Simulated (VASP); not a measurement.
# SnTe (Fm-3m) in VASP: settings compared

The runs below take SnTe through single point, with PBE+D4, RPBE.

All numbers are computed with VASP 6.6.1; they aren't measurements. Logs are shortened: lines on timing, memory, paths and dates and some standing lists are left out, and cuts for length are marked.

## 1. The cell of the first run

The structure is cubic, space group Fm-3m (No. 225). Conventional cell: a = 6.305 Å, b = 6.305 Å, c = 6.305 Å, α = 90.00°, β = 90.00°, γ = 90.00°. Sn (site symmetry m-3m) has 6 Te at 3.15 Å within 4.1 Å. Te (site symmetry m-3m) has 6 Sn at 3.15 Å within 4.1 Å.

## 2. Single point, PBE+D4

The input, INCAR:

```
SYSTEM = SnTe
ALGO     = Normal         ! electronic algorithm
EDIFF    = 1E-6           ! SCF threshold, eV
ENCUT    = 520            ! plane-wave cutoff, eV
GGA      = PE             ! functional
ISIF     = 2              ! what is computed and relaxed
ISMEAR   = 0              ! smearing method
IVDW     = 13             ! dispersion correction
LASPH    = .TRUE.         ! aspherical terms in the spheres
LCHARG   = .FALSE.        ! write CHGCAR
LREAL    = .FALSE.        ! projectors in reciprocal space
LWAVE    = .FALSE.        ! write WAVECAR
NBANDS   = 17             ! bands
NELM     = 80             ! most SCF steps
PREC     = Accurate       ! precision mode
SIGMA    = 0.05           ! smearing width, eV
```

The input, KPOINTS:

```
k-points
0
G
  6 6 6
  0 0 0
```

The input, POSCAR:

```
SnTe
1.0
    0.0000000000      3.1522869358      3.1522869358
    3.1522869358      0.0000000000      3.1522869358
    3.1522869358      3.1522869358      0.0000000000
Sn Te
1 1
Direct
    0.5000000000      0.5000000000      0.5000000000
    0.0000000000      0.0000000000      0.0000000000
```

Potentials or basis: VASP PAW PBE potentials, release 64 (Sn_d, Te).

The run is started by

```console
$ cat potpaw_PBE.64/Sn_d/POTCAR potpaw_PBE.64/Te/POTCAR > POTCAR
$ mpirun -np 1 vasp_std > vasp.out
```

OUTCAR:

```text
SYSTEM = SnTe
   EDIFF = 1E-6
   ENCUT = 520
   GGA = PE
   ISIF = 2
   ISMEAR = 0
   IVDW = 13
   LASPH = .TRUE.
   LREAL = .FALSE.
   NELM = 80
   PREC = Accurate

 ion  position               nearest neighbor table
   1  0.500  0.500  0.500-   2 3.15   2 3.15   2 3.15   2 3.15   2 3.15   2 3.15
   2  0.000  0.000  0.000-   1 3.15   1 3.15   1 3.15   1 3.15   1 3.15   1 3.15

  LATTYP: Found a face centered cubic cell.
 ALAT       =     6.3045738716

  Lattice vectors:

 A1 = (   0.0000000000,   3.1522869358,   3.1522869358)
 A2 = (   3.1522869358,   0.0000000000,   3.1522869358)
 A3 = (   3.1522869358,   3.1522869358,   0.0000000000)

Analysis of symmetry for initial positions (statically):
=====================================================================
 Subroutine PRICEL returns:
 Original cell was already a primitive cell.

 Routine SETGRP: Setting up the symmetry group for a
 face centered cubic supercell.

 Subroutine GETGRP returns: Found 48 space group operations
 (whereof 48 operations were pure point group operations)
 out of a pool of 48 trial point group operations.

The static configuration has the point symmetry O_h .

Analysis of symmetry for dynamics (positions and initial velocities):
=====================================================================
 Subroutine PRICEL returns:
 Original cell was already a primitive cell.

 Routine SETGRP: Setting up the symmetry group for a
 face centered cubic supercell.

 Subroutine GETGRP returns: Found 48 space group operations
 (whereof 48 operations were pure point group operations)
 out of a pool of 48 trial point group operations.

The dynamic configuration has the point symmetry O_h .

 Subroutine INISYM returns: Found 48 space group operations
 (whereof 48 operations are pure point group operations),
 and found     1 'primitive' translations

----------------------------------------------------------------------------------------

                                     Primitive cell

  volume of cell :      62.6480

  direct lattice vectors                    reciprocal lattice vectors
     0.000000000  3.152286936  3.152286936    -0.158615002  0.158615002  0.158615002
     3.152286936  0.000000000  3.152286936     0.158615002 -0.158615002  0.158615002
     3.152286936  3.152286936  0.000000000     0.158615002  0.158615002 -0.158615002

  length of vectors
     4.458006937  4.458006937  4.458006937     0.274729243  0.274729243  0.274729243

  position of ions in fractional coordinates (direct lattice)
     0.500000000  0.500000000  0.500000000
     0.000000000  0.000000000  0.000000000

[... 68 lines left out ...]
   LREAL  =      F    real-space projection
   EDIFFG = 0.1E-04   stopping-criterion for IOM
   NSW    =      0    number of steps for IOM
   IBRION =     -1    ionic relax: 0-MD 1-quasi-New 2-CG
   NFREE  =      0    steps in history (QN), initial steepest desc. (CG)
   ISIF   =      2    stress and relaxation
   ISYM   =      2    0-nonsym 1-usesym 2-fastsym
   POTIM  = 0.5000    time-step for ionic-motion
   TEBEG  =    0.0;   TEEND  =   0.0 temperature during run
   PSTRESS=    0.0 pullay stress
   NELECT =      20.0000    total number of electrons
   NUPDOWN=      -1.0000    fix difference up-down
   EMIN   =  10.00;   EMAX   =-10.00  energy-range for DOS
   EFERMI =   0.00;   METHOD = LEGACY
   ISMEAR =     0;   SIGMA  =   0.05  broadening in eV -4-tet -1-fermi 0-gaus
   EFERMI_NEDOS =   21; number of points for ismear=-14 and -15
   IALGO  =     38    algorithm
   IMIX   =      4    mixing-type and parameters
     AMIX     =   0.40;   BMIX     =  1.00
     AMIX_MAG =   1.60;   BMIX_MAG =  1.00
  volume/ion in A,a.u.               =      31.32       211.38
  Fermi-wavevector in a.u.,A,eV,Ry     =   1.118877  2.114371 17.032946  1.251886
  Thomas-Fermi vector in A             =   2.255512
   LORBIT       =      0    0 simple, 1 ext, 2 COOP (PROOUT), +10 PAW based schemes
   GGA     = PE    functional components
   LHFCALC =     F    Hartree Fock is set to
   AEXX    =    0.0000 exact exchange contribution
   IVDW    =    13    specifies the selected vdW correction
   LEPSILON=     F    determine dielectric tensor
   LRPA    =     F    only Hartree local field effects (RPA)
 non-spin polarized calculation
 Gauss-broadening in eV      SIGMA  =   0.05
  energy-cutoff  :      520.00
  volume of cell :       62.65
 maximum number of plane-waves:      1700
 NGX is ok and might be reduce to    36
   NGX = 17   NGY = 17   NGZ = 17

 number of electron      19.9999998 magnetization

 Free energy of the ion-electron system (eV)
  ---------------------------------------------------
  ext. energy  EPLUGINS =         0.00000000
  ---------------------------------------------------
  free energy    TOTEN  =        -7.54363842 eV

  energy without entropy =       -7.54319556  energy(sigma->0) =       -7.54341699

 E-fermi :   6.9941     XC(G=0):  -9.4932

 val. band max:        6.9477836635   @ k =   0.5000   0.0000   0.0000
 cond. band min:       7.0404286757   @ k =   0.5000   0.0000   0.0000
 fundamental gap:      0.0926450122
 Fermi energy:         6.9941061696

 k-point     1 :       0.0000    0.0000    0.0000
  band No.  band energies     occupation
      1     -14.9775      2.00000
      2     -14.9775      2.00000
      3     -14.9713      2.00000
      4     -14.9713      2.00000
      5     -14.9713      2.00000
      6      -5.8580      2.00000
[... 297 lines left out ...]
      4     -14.9644      2.00000
      5     -14.9606      2.00000
      6      -4.2135      2.00000
[... 9 lines left out ...]
     16      17.0172      0.00000
     17      18.1702      0.00000

------------------------ aborting loop because EDIFF is reached ----------------------------------------

  DFT-D4 for vdW energy calculation

  Edisp (eV):   -0.87966

  FORCE on cell =-STRESS in cart. coord.  units (eV):
  Direction    XX          YY          ZZ          XY          YZ          ZX
  --------------------------------------------------------------------------------------
  -------------------------------------------------------------------------------------
  Total      -0.03189    -0.03189    -0.03189     0.00000     0.00000     0.00000
  in kB      -0.81565    -0.81565    -0.81565     0.00000     0.00000     0.00000
  external pressure =       -0.82 kB  Pullay stress =        0.00 kB

 VOLUME and BASIS-vectors are now :
 -----------------------------------------------------------------------------
  energy-cutoff  :      520.00
  volume of cell :       62.65
      direct lattice vectors                 reciprocal lattice vectors
     0.000000000  3.152286936  3.152286936    -0.158615002  0.158615002  0.158615002
     3.152286936  0.000000000  3.152286936     0.158615002 -0.158615002  0.158615002
     3.152286936  3.152286936  0.000000000     0.158615002  0.158615002 -0.158615002

 POSITION                                       TOTAL-FORCE (eV/Angst)
 -----------------------------------------------------------------------------------
      3.15229      3.15229      3.15229         0.000000      0.000000      0.000000
      0.00000      0.00000      0.00000        -0.000000      0.000000     -0.000000
 -----------------------------------------------------------------------------------
    total drift:                                0.000000      0.000000      0.000000

  FREE ENERGIE OF THE ION-ELECTRON SYSTEM (eV)
  ---------------------------------------------------
  free  energy   TOTEN  =        -8.4232991593 eV

  energy  without entropy=       -8.4228562936  energy(sigma->0) =       -8.42307773
```

Run time: 21 s. Hardware: 1 thread of AMD EPYC 9R45 (Zen 5), shared host; peak memory 0.17 GiB.

Results:

| Quantity | Value |
| --- | --- |
| Free energy | -8.4233 eV |
| Pressure | -0.1 GPa |
| Band gap on the k mesh | 0.09 eV, direct |
| Dispersion energy per atom | -0.440 eV |

Levels at points of the mesh, in eV from the valence-band top:
| k point | band 8 | band 9 | band 10 | band 11 | band 12 | band 13 |
| --- | --- | --- | --- | --- | --- | --- |
| (0.00, 0.00, 0.00) | -2.15 | -2.15 | -2.15 | 3.34 | 3.34 | 3.34 |
| (0.50, 0.00, 0.00) | -1.82 | -1.82 | 0.00 | 0.09 | 0.36 | 0.36 |
| (0.50, 0.50, 0.00) | -5.58 | -3.75 | -3.75 | 2.17 | 4.91 | 4.91 |

Caveat: spin-orbit coupling is left out, which moves the levels of the heavy elements.

## 3. Single point, PBE+D4 (volume scaled by 0.98)

The input, INCAR:

```
  PREC = Accurate
  ENCUT = 520
  EDIFF = 1E-6
  ISMEAR = 0
  SIGMA = 0.05
  LREAL = F
  LASPH = T
  NELM = 60
  ALGO = Normal
  ISIF = 2
  LWAVE = F
  LCHARG = T
  GGA = PE
  IVDW = 13
  LELF = T
  LVHAR = T
  NBANDS = 17
```

The input, KPOINTS:

```
Automatic mesh
0
Gamma
  6 6 6
```

The input, POSCAR:

```
SnTe
1.0
    0.0000000000      3.1311300102      3.1311300102
    3.1311300102      0.0000000000      3.1311300102
    3.1311300102      3.1311300102      0.0000000000
Sn Te
1 1
Direct
    0.5000000000      0.5000000000      0.5000000000
    0.0000000000      0.0000000000      0.0000000000
```

Potentials or basis: VASP PAW PBE potentials, release 64 (Sn_d, Te).

The run is started by

```console
$ cat potpaw_PBE.64/Sn_d/POTCAR potpaw_PBE.64/Te/POTCAR > POTCAR
$ mpirun -np 1 vasp_std > vasp.out
```

Wall time 20 s (1 thread of AMD EPYC 9R45 (Zen 5), shared host); peak memory 0.16 GiB.

Results (log left out):

* Free energy: -8.4196 eV
* Pressure: 0.9 GPa
* Band gap on the k mesh: 0.15 eV, direct
* Dispersion energy per atom: -0.449 eV

Levels at points of the mesh, in eV from the valence-band top:
```csv
k point,band 8,band 9,band 10,band 11,band 12,band 13
"(0.00, 0.00, 0.00)",-2.19,-2.19,-2.19,3.39,3.39,3.39
"(0.50, 0.00, 0.00)",-1.85,-1.85,0.00,0.15,0.34,0.34
"(0.50, 0.50, 0.00)",-5.71,-3.84,-3.84,2.10,5.02,5.02
```

Caveat: the cell differs from its parent crystal (volume scaled by 0.98); spin-orbit coupling is left out, which moves the levels of the heavy elements. A k mesh can miss the band edges.

## 4. Single point, RPBE

This run uses another cell than the first one, of 31.45 Å³/atom, 1.004 times its volume.

The input, INCAR:

```
SYSTEM = SnTe
PREC = Accurate
ENCUT = 520
EDIFF = 1E-6
ISMEAR = 0
SIGMA = 0.05
LREAL = .False.
LASPH = .True.
NELM = 100
ALGO = Normal
ISIF = 2
LWAVE = .False.
LCHARG = .True.
GGA = RP
LELF = .True.
LVHAR = .True.
NBANDS = 17
```

The input, KPOINTS:

```
Automatic mesh
0
Gamma
  6 6 6
  0 0 0
```

The input, POSCAR:

```
SnTe
1.0
    0.0000000000      3.1565012282      3.1565012282
    3.1565012282      0.0000000000      3.1565012282
    3.1565012282      3.1565012282      0.0000000000
Sn Te
1 1
Direct
    0.5000000000      0.5000000000      0.5000000000
    0.0000000000      0.0000000000      0.0000000000
```

The run is started by

```console
$ cat potpaw_PBE.64/Sn_d/POTCAR potpaw_PBE.64/Te/POTCAR > POTCAR
$ mpirun -np 1 vasp_std > vasp.out
```

Wall time 19 s (1 thread of AMD EPYC 9R45 (Zen 5), shared host); peak memory 0.16 GiB.

The run converged. Its results:

```yaml
Free_energy: -6.8218 eV
Pressure: 3.4 GPa
Band_gap_on_the_k_mesh: 0.06 eV, direct
```

Levels at points of the mesh, in eV from the valence-band top:
```tsv
k point	band 6	band 7	band 8	band 9	band 10	band 11	band 12	band 13	band 14	band 15
(0.00, 0.00, 0.00)	-12.81	-4.70	-2.20	-2.20	-2.20	3.30	3.30	3.30	4.70	4.70
(0.50, 0.00, 0.00)	-11.55	-8.35	-1.87	-1.87	0.00	0.06	0.33	0.33	7.77	8.73
(0.50, 0.50, 0.00)	-11.25	-6.49	-5.60	-3.79	-3.79	2.17	4.87	4.87	6.33	8.87
```

Caveat: the PAW data sets were made with another functional, which shifts forces and pressure a little; spin-orbit coupling is left out, which moves the levels of the heavy elements. A k mesh can miss the band edges.

## 5. Overview

```csv
level,cell,gap on the mesh (eV),pressure (GPa)
PBE+D4,"a = 4.458 Å, angles 60.0°, 2 atoms",0.09,-0.1
PBE+D4,"a = 4.428 Å, angles 60.0°, 2 atoms",0.15,0.9
RPBE,"a = 4.464 Å, angles 60.0°, 2 atoms",0.06,3.4
```

Alike in all rows: task single point; potentials or basis VASP PAW PBE potentials, release 64 (Sn_d, Te); no spin polarisation; k mesh 6 × 6 × 6; cutoff (eV) 520; smearing gaussian 0.05 eV.

Caveats: spin-orbit coupling is left out, which moves the levels of the heavy elements; the PAW data sets were made with another functional, which shifts forces and pressure a little (some runs).

Total energies depend on the potentials used, so only differences within one code and one set of settings carry meaning.
